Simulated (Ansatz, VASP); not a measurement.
# Two plane-wave programs on Cd

```
CELL_PARAMETERS angstrom
0.00000 2.21576 2.21576
2.21576 0.00000 2.21576
2.21576 2.21576 0.00000
ATOMIC_POSITIONS crystal
Cd 0.00000 0.00000 0.00000
```

Alike in both runs: functional r2SCAN; k mesh 12 × 12 × 12; occupations fermi-dirac, width 0.1 eV; no spin polarisation.

Ansatz relaxed the structure, and its values are those at the end. VASP's run is a single point on that final structure, the one shown.

|  | VASP | Ansatz |
| --- | --- | --- |
| version | VASP 6.6.1 | Ansatz 0.2.0 |
| potentials or method | VASP PAW PBE potentials, release 64 (Cd), cutoff 550 eV | plane waves (500 eV) with PAW, scalar-relativistic |
| valence electrons in the cell | 12 | 20 |

|  | VASP | Ansatz | Ansatz less VASP |
| --- | --- | --- | --- |
| pressure (GPa) | 0.2 | 0.0 | -0.26 |

VASP's potentials were made for PBE, not for r2SCAN. The functional is the same, so the differences come from potentials, cutoffs and numerics. VASP's potentials hold 12 valence electrons a cell and Ansatz's 20, so a difference there can come from the potentials and not from the codes.
